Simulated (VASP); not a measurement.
A run of VASP 6.6.1 is set up as follows.

INCAR

```
SYSTEM = C
PREC = Accurate
ENCUT = 520
EDIFF = 1E-7
ISMEAR = 0
SIGMA = 0.02
LREAL = .False.
LASPH = .True.
NELM = 80
ALGO = Normal
ISIF = 2
LWAVE = .False.
LCHARG = .True.
GGA = PS
LELF = .True.
LVHAR = .True.
NBANDS = 11
```

File KPOINTS:

```
Automatic mesh
0
Gamma
  12 12 12
  0 0 0
```

POSCAR

```
C
1.0
    0.0000000000      1.7616246860      1.7616246860
    1.7616246860      0.0000000000      1.7616246860
    1.7616246860      1.7616246860      0.0000000000
C
2
Direct
    0.5000000000      0.5000000000      0.5000000000
    0.7500000000      0.7500000000      0.7500000000
```

Potentials or basis: VASP PAW PBE potentials, release 64 (C).

Command:

```sh
$ cat potpaw_PBE.64/C/POTCAR > POTCAR
$ mpirun -np 1 vasp_std > vasp.out
```

(1) What does it give for the pressure?

(2) Estimate the band gap on the k mesh.

Results:

(1) 13.5 GPa.

(2) 4.12 eV, indirect (least direct gap 5.64 eV).

Caveat: the cell differs from its parent crystal (strained); the PAW data sets were made with another functional, which shifts forces and pressure a little.
